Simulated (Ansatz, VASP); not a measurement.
**InSb: VASP beside Ansatz**

Contents of INCAR:

```
SYSTEM = InSb
  PREC = Accurate
  ENCUT = 520
  EDIFF = 1E-6
  ISMEAR = 0
  SIGMA = 0.1
  LREAL = .False.
  LASPH = .True.
  NELM = 150
  ALGO = Normal
  ISIF = 2
  LWAVE = .False.
  LCHARG = .False.
  MAGMOM = 0 0 0 0 0 0
  LORBIT = 11
  LSORBIT = .True.
  GGA_COMPAT = .False.
  LORBMOM = .True.
  GGA = PE
  NBANDS = 30
```

KPOINTS

```
regular mesh
0
Gamma
  12 12 12
  0 0 0
```

File POSCAR:

```
InSb
1.0
    0.0000000000      3.3174249888      3.3174249888
    3.3174249888      0.0000000000      3.3174249888
    3.3174249888      3.3174249888      0.0000000000
In Sb
1 1
Direct
    0.0000000000      0.0000000000      0.0000000000
    0.2500000000      0.2500000000      0.2500000000
```

Input for Ansatz:

```yaml
crystal:
  lattice:
    - [0.0, 3.3174249888, 3.3174249888]
    - [3.3174249888, 0.0, 3.3174249888]
    - [3.3174249888, 3.3174249888, 0.0]
  atoms:
    - { symbol: In, position: [0.0, 0.0, 0.0] }
    - { symbol: Sb, position: [0.25, 0.25, 0.25] }
basis:
  ecutwfc: 420
kpoints:
  mp_grid: { grid: [12, 12, 12] }
  band_path:
    path:
      - [[0.0, 0.0, 0.0], [-0.5, -0.5, 0.0], [-0.375, -0.375, 0.25]]
      - [[-0.375, 0.0, 0.375], [0.0, 0.0, 0.0], [0.0, 0.0, 0.5], [-0.5, -0.25, 0.25], [-0.5, -0.5, 0.0]]
    npoints: 10
hamiltonian:
  xc: pbe
scf:
  occupations: { method: gaussian, width: 0.1 }
output:
  forces: true
  stress: true
  eigenvalues: true
  populations: true
  dos: { projected: true, de: 0.02 }
  bader: false
  write_density: true
  write_potential: true
  elf: true
  volumetric_format: npy
magnetization:
  noncollinear: true
  spin_orbit: true
```

Alike in both runs: task single point; functional PBE; k mesh 12 × 12 × 12; occupations gaussian, width 0.1 eV; non-collinear spin, spin-orbit coupling.

|  | VASP | Ansatz |
| --- | --- | --- |
| version | VASP 6.6.1 | Ansatz 0.2.0 |
| potentials or method | VASP PAW PBE potentials, release 64 (In_d, Sb), cutoff 520 eV | plane waves, PAW |
| valence electrons in the cell | 18 | 28 |

|  | VASP | Ansatz | Ansatz less VASP |
| --- | --- | --- | --- |
| pressure (GPa) | 0.0 | 0.0 | -0.01 |
| net moment per atom (μB) | 0.00 | 0.00 | 0.000 |

VASP's potentials hold 18 valence electrons a cell and Ansatz's 28, so a difference there can come from the potentials and not from the codes.
